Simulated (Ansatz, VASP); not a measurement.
Two plane-wave programs on In

File INCAR:

```
SYSTEM = In
ALGO = Normal
EDIFF = 1E-6
EDIFFG = -0.01
ENCUT = 600
GGA = PS
IBRION = 2
ISIF = 3
ISMEAR = -1
IVDW = 13
LASPH = .True.
LCHARG = .False.
LREAL = .False.
LWAVE = .False.
NELM = 100
NSW = 60
PREC = Accurate
SIGMA = 0.05
```

Contents of KPOINTS:

```
k-points
0
Gamma
  11 11 11
  0 0 0
```

Contents of POSCAR:

```
In
1.0
   -1.6254700000      1.6254700000      2.4737000000
    1.6254700000     -1.6254700000      2.4737000000
    1.6254700000      1.6254700000     -2.4737000000
In
1
Direct
    0.0000000000      0.0000000000      0.0000000000
```

File input.yaml:

```yaml
crystal:
  lattice:
    - [-1.62547, 1.62547, 2.4737]
    - [1.62547, -1.62547, 2.4737]
    - [1.62547, 1.62547, -2.4737]
  atoms:
    - { symbol: In, position: [0.0, 0.0, 0.0] }
hamiltonian:
  xc: pbesol
  pseudopotentials: { kind: paw }
  dispersion: d4
kpoints:
  mp_grid: { grid: [11, 11, 11] }
scf:
  occupations: { method: fermi_dirac, width: 0.05 }
output:
  forces: true
  stress: true
  eigenvalues: true
relax:
  f_tol: 0.01
  max_steps: 40
  cell: { stress_tol: 0.05 }
```

Alike in both runs: task relaxation of cell and atoms; functional PBEsol; dispersion D4; k mesh 11 × 11 × 11; occupations fermi-dirac, width 0.05 eV; no spin polarisation.

|  | VASP | Ansatz |
| --- | --- | --- |
| version | VASP 6.6.1 | Ansatz 0.2.0 |
| potentials or method | VASP PAW PBE potentials, release 64 (In_d) | Ansatz PAW |
| plane-wave cutoff (eV) | 600 | 420 |
| valence electrons in the cell | 13 | 13 |

VASP gave:

```
gap on the k mesh at the Fermi level, each at its own relaxed structure (eV) : none
relaxed volume (Å³/atom)                                                     : 24.84
relaxed cell length with the largest relative difference (Å)                 : 3.298
```

Problem. Estimate Ansatz's values.

Solution. gap on the k mesh at the Fermi level, each at its own relaxed structure (eV): none; relaxed volume (Å³/atom): 24.82; relaxed cell length with the largest relative difference (Å): 3.297.

VASP's potentials were made for PBE, not for PBEsol. A gap of «none» marks a metal or a gap that the smearing closes.

Noted on Ansatz's run: the plane-wave basis is chosen anew once the cell has moved, so the energies of steps on either side of that aren't comparable.
